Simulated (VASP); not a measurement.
# WC (Amm2) in VASP: a series of runs, part 2 of 2

VASP 6.6.1. The steps go on from the part before.

## (4) Single point, PBEsol (strain -0.0200 x Voigt [1, 0, 0, 0, 0, 0])

INCAR reads:

```
SYSTEM = WC
  ALGO = Fast
  EDIFF = 1E-6
  ENCUT = 520
  GGA = PS
  ISIF = 2
  ISMEAR = 0
  LASPH = .True.
  LCHARG = .True.
  LELF = .True.
  LREAL = .False.
  LVHAR = .True.
  LWAVE = .False.
  NBANDS = 16
  NELM = 100
  PREC = Accurate
  SIGMA = 0.15
```

KPOINTS reads:

```
k-points
0
Gamma
  24 24 22
  0 0 0
```

POSCAR reads:

```
WC
1.0
    2.8404453930      0.0000000000      0.0000000000
   -1.4202226965      2.5100998657      0.0000000000
    0.0000000000      0.0000000000      2.8276119040
W C
1 1
Direct
    0.0000000000      0.0000000000      0.0000000000
    0.6666666667      0.3333333333      0.5000000000
```

Potentials or basis: VASP PAW PBE potentials, release 64 (W_sv, C).

Started as:

```sh
> cat potpaw_PBE.64/W_sv/POTCAR potpaw_PBE.64/C/POTCAR > POTCAR
> mpirun -np 1 vasp_std > vasp.out
```

OUTCAR:

```text
SYSTEM = WC
   EDIFF = 1E-6
   ENCUT = 520
   GGA = PS
   ISIF = 2
   ISMEAR = 0
   LASPH = .True.
   LREAL = .False.
   NELM = 100
   PREC = Accurate

 ion  position               nearest neighbor table
   1  0.000  0.000  0.000-   2 2.17   2 2.17   2 2.17   2 2.17   2 2.19   2 2.19
   2  0.667  0.333  0.500-   1 2.17   1 2.17   1 2.17   1 2.17   1 2.19   1 2.19

  LATTYP: Found a base centered orthorhombic cell.
 ALAT       =     2.8404453930
 B/A-ratio  =     1.7673987832
 C/A-ratio  =     0.9954818744

  Lattice vectors:

 A1 = (   1.4202226965,  -2.5100998657,   0.0000000000)
 A2 = (   1.4202226965,   2.5100998657,   0.0000000000)
 A3 = (   0.0000000000,   0.0000000000,   2.8276119040)

Analysis of symmetry for initial positions (statically):
=====================================================================
 Subroutine PRICEL returns:
 Original cell was already a primitive cell.

 Routine SETGRP: Setting up the symmetry group for a
 base centered orthorhombic supercell.

 Subroutine GETGRP returns: Found  4 space group operations
 (whereof  4 operations were pure point group operations)
 out of a pool of  8 trial point group operations.

[... 165 lines left out ...]

 val. band max:       11.3509300231   @ k =   0.2500   0.3750   0.0455
 cond. band min:      11.3597285748   @ k =   0.4583   0.0833   0.4091
 fundamental gap:      0.0087985517
 Fermi energy:        11.3513670015

 k-point     1 :       0.0000    0.0000    0.0000
  band No.  band energies     occupation
      1     -62.5273      2.00000
      2     -26.5373      2.00000
      3     -26.4070      2.00000
      4     -26.3613      2.00000
      5      -3.2974      2.00000
      6       6.8308      2.00000
[... 433 lines left out ...]
      3     -26.6248      2.00000
      4     -26.4077      2.00000
      5       0.0706      2.00000
      6       4.3419      2.00000
[... 8 lines left out ...]
     15      25.1110      0.00000
     16      29.6092      0.00000

 [... further k-points ...]

------------------------ aborting loop because EDIFF is reached ----------------------------------------

  FORCE on cell =-STRESS in cart. coord.  units (eV):
  Direction    XX          YY          ZZ          XY          YZ          ZX
  --------------------------------------------------------------------------------------
  -------------------------------------------------------------------------------------
  Total        2.2301786      0.7871652      0.6960823      0.0000000      0.0000000      0.0000000
  in kB      177.2364217     62.5574781     55.3189496      0.0000000      0.0000000      0.0000000
  external PRESSURE =      98.3709498 kB  Pullay stress =       0.0000000 kB

 VOLUME and BASIS-vectors are now :
 -----------------------------------------------------------------------------
  energy-cutoff  :      520.00
  volume of cell :       20.16
      direct lattice vectors                 reciprocal lattice vectors
     2.840445393  0.000000000  0.000000000     0.352057463  0.199195262  0.000000000
    -1.420222696  2.510099866  0.000000000     0.000000000  0.398390524  0.000000000
     0.000000000  0.000000000  2.827611904     0.000000000  0.000000000  0.353655323

 POSITION                                       TOTAL-FORCE (eV/Angst)
 -----------------------------------------------------------------------------------
      0.00000      0.00000      0.00000         0.000000     -0.126487      0.000000
      1.42022      0.83670      1.41381         0.000000      0.126487      0.000000
 -----------------------------------------------------------------------------------
    total drift:                               -0.000000      0.000024      0.000000

  FREE ENERGIE OF THE ION-ELECTRON SYSTEM (eV)
  ---------------------------------------------------
  free  energy   TOTEN  =       -23.8771029349 eV

  energy  without entropy=      -23.8738141680  energy(sigma->0) =      -23.87545855
```

Run time: 12 min. Hardware: 1 thread of Oxide Virtual Turin-like, shared host; peak memory 0.62 GiB.

Results:

* Free energy: -23.8771 eV
* Pressure: 9.8 GPa
* Largest force: 0.126 eV/Å
* Band gap on the k mesh: zero (bands 9 and 10 overlap by 1.30 eV)

Forces in eV/Å, atoms in the order of the input:
```
W    0.000 -0.126  0.000
C    0.000  0.126  0.000
```

Stress tensor (GPa, compression positive):
```
17.72  0.00  0.00
 0.00  6.26  0.00
 0.00  0.00  5.53
```

Caveat: the cell differs from its parent crystal (strain -0.0200 x Voigt [1, 0, 0, 0, 0, 0]); the stress differs along the axes, from 6 to 18 GPa; the PAW data sets were made with another functional, which shifts forces and pressure a little; spin-orbit coupling is left out, which moves the levels of the heavy elements.

## (5) Overview

| cell | gap on the mesh (eV) | pressure (GPa) | largest force (eV/Å) |
| --- | --- | --- | --- |
| a = 2.782, b = 2.870, c = 2.828 Å, angles 90.0, 90.0, 119.0°, 2 atoms | none | 19.5 | 0.27 |
| a = 2.811, b = 2.877, c = 2.828 Å, angles 90.0, 90.0, 119.3°, 2 atoms | none | 14.5 | 0.20 |
| a = 2.840, b = 2.884, c = 2.828 Å, angles 90.0, 90.0, 119.5°, 2 atoms | none | 9.8 | 0.13 |

Alike in all rows: task single point; level PBEsol; potentials or basis VASP PAW PBE potentials, release 64 (W_sv, C); no spin polarisation; k mesh 24 × 24 × 22; cutoff (eV) 520; smearing gaussian 0.15 eV.

Caveats: the PAW data sets were made with another functional, which shifts forces and pressure a little; spin-orbit coupling is left out, which moves the levels of the heavy elements; the stress differs along the axes, from 10 to 37 GPa (at least some runs); the stress differs along the axes, from 8 to 27 GPa (at least some runs); the stress differs along the axes, from 6 to 18 GPa (at least some runs).

Total energies depend on the potentials used, so only differences within one code and one set of settings carry meaning.
